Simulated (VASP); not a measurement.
Runs of VASP 6.6.1 on GaN. The structure is that of space group P6_3mc (No. 186), or close to it. The cells are those of the table. 

```tsv
cell	gap on the mesh (eV)	pressure (GPa)	largest force (eV/Å)
a = 3.029, b = 3.029, c = 5.921 Å, angles 90.0, 90.0, 120.0°, 4 atoms	0.48	8.1	0.49
a = 2.949, b = 2.949, c = 6.245 Å, angles 90.0, 90.0, 120.0°, 4 atoms	none	15.6	0.31
a = 3.167, b = 3.167, c = 5.416 Å, angles 90.0, 90.0, 120.0°, 4 atoms	(c)	0.7	0.32
a = 3.467, b = 3.467, c = 4.518 Å, angles 90.0, 90.0, 120.0°, 4 atoms	(b)	14.5	4.87
a = 3.118, b = 3.118, c = 5.587 Å, angles 90.0, 90.0, 120.0°, 4 atoms	(a)	2.4	0.48
```

Alike in all rows: task single point; level PBE; potentials or basis VASP PAW PBE potentials, release 64 (Ga_d, N); no spin polarisation; k mesh 12 × 12 × 6; cutoff (eV) 520; smearing gaussian 0.05 eV.

Problem. Fill in the values left out.

Solution. (a) 1.27; (b) 1.68; (c) 1.55.

Caveats: semilocal functionals underestimate gaps, and a narrow one can read as zero (at least some runs); the stress differs along the axes, from -28 to 26 GPa (at least some runs); the stress differs along the axes, from -33 to 40 GPa (at least some runs); the stress differs along the axes, from -10 to 6 GPa (at least some runs); the stress differs along the axes, from -17 to 77 GPa (at least some runs); forces of over 1 eV/Å act on the atoms, so gaps and moduli don't describe the material at rest (at least some runs); the stress differs along the axes, from -18 to 13 GPa (at least some runs).

A k mesh can miss the band edges, and the runs leave out spin-orbit coupling on Ga.

A gap of «none» marks levels without a gap at the run's occupations.
